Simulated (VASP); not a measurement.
Wanted: the native input for a VASP 6.6.1 run.

```
Task                   : single point
Functional             : RPBE
Potentials or basis    : VASP PAW PBE potentials, release 64 (Mn_pv)
Cutoff                 : 520 eV
k mesh                 : 14 × 14 × 10
Occupations            : fermi-dirac, width 0.05 eV
Spin                   : collinear spin, antiferromagnetic start
Starting moments       : [2.145, -2.145] μB
Dipole correction      : no
Further INCAR settings : ALGO = Normal; EDIFF = 1e-06; NBANDS = 24
```

The structure of Mn lies in POSCAR:

```
Mn
1.0
    2.6455771859      0.0000000000      0.0000000000
    0.0000000000      2.6455771859      0.0000000000
    0.0000000000      0.0000000000      3.5735987690
Mn
2
Direct
    0.0000000000      1.0000000000      0.0000000000
    0.5000000000      0.5000000000      0.5000000000
```

One way to write it, as run:

INCAR

```
SYSTEM = Mn
  PREC = Accurate
  ENCUT = 520
  EDIFF = 1E-6
  ISMEAR = -1
  SIGMA = 0.05
  LREAL = .FALSE.
  LASPH = .TRUE.
  NELM = 150
  ALGO = Normal
  ISIF = 2
  LWAVE = .FALSE.
  LCHARG = .FALSE.
  ISPIN = 2
  MAGMOM = 2.145 -2.145
  LORBIT = 11
  LMAXMIX = 4
  GGA = RP
  NBANDS = 24
```

KPOINTS

```
regular mesh
0
G
  14 14 10
  0 0 0
```

Potentials or basis: VASP PAW PBE potentials, release 64 (Mn_pv).

Launch:

```sh
$ cat potpaw_PBE.64/Mn_pv/POTCAR > POTCAR
$ mpirun -np 1 vasp_std > vasp.out
```

It gave:

```json
{
  "Pressure": "-3.7 GPa",
  "Band gap on the k mesh": "zero (filled and empty bands overlap)",
  "Net moment": "0.00 μB per cell",
  "Site moments": "Mn +2.38, -2.38 μB",
  "Valence electrons inside the program's atomic spheres": "Mn 11.71"
}
```

Caveat: the cell stands under tension; the PAW data sets were made with another functional, which shifts forces and pressure a little.

It took 82 s on 1 thread of Intel(R) Xeon(R) 6975P-C (Granite Rapids), with other jobs on the host, peak memory 0.27 GiB.
